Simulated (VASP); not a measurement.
Runs of VASP 6.6.1 on AlN. The structure is that of space group F-43m (No. 216), or close to it. The cells are those of the table. 

```csv
task,level,potentials or basis,cell,k mesh,cutoff (eV),grid for exact exchange (PRECFOCK),share of exact exchange,screening parameter,gap on the mesh (eV),pressure (GPa),relaxed volume (Å³/atom)
single point,PBE,"VASP PAW PBE potentials, release 64 (Al, N)","a = 3.090 Å, angles 60.0°, 2 atoms",10 × 10 × 10,520,-,-,-,3.32,4.3,-
single point,LDA,"VASP PAW LDA potentials, release 64 (Al, N)","a = 3.070 Å, angles 60.0°, 2 atoms",10 × 10 × 10,520,-,-,-,3.23,0.6,-
single point,PBEsol,"VASP PAW PBE potentials, release 64 (Al, N)","a = 3.096 Å, angles 60.0°, 2 atoms",10 × 10 × 10,520,-,-,-,3.18,0.0,-
relaxation of cell and atoms,PBE,"VASP PAW PBE potentials, release 64 (Al, N)","relaxed from a = 3.089 Å, angles 60.0°, 2 atoms",10 × 10 × 10,600,-,-,-,(a),0.0,10.65
relaxation of cell and atoms,PBEsol,"VASP PAW PBE potentials, release 64 (Al, N)","relaxed from a = 3.114 Å, angles 60.0°, 2 atoms",10 × 10 × 10,600,-,-,-,3.18,0.0,10.48
relaxation of cell and atoms,LDA,"VASP PAW LDA potentials, release 64 (Al, N)","relaxed from a = 3.114 Å, angles 60.0°, 2 atoms",10 × 10 × 10,600,-,-,-,3.23,0.0,(d)
single point,r2SCAN,"VASP PAW PBE potentials, release 64 (Al, N)","a = 3.090 Å, angles 60.0°, 2 atoms",10 × 10 × 10,520,-,-,-,(b),-0.4,-
single point,HSE06,"VASP PAW PBE potentials, release 64 (Al, N)","a = 3.087 Å, angles 60.0°, 2 atoms",6 × 6 × 6,520,Normal,0.25,0.2079 1/Å,4.56,(c),-
```

Alike in all rows: no spin polarisation; smearing fermi-dirac 0.02 eV.

Problem. Estimate the missing entries.

Solution. (a) 3.31; (b) 3.93; (c) -0.2; (d) 10.26.

Caveats: the PAW data sets were made with another functional, which shifts forces and pressure a little (at least some runs); the cell stands under pressure (at least some runs).

A k mesh can miss the band edges.
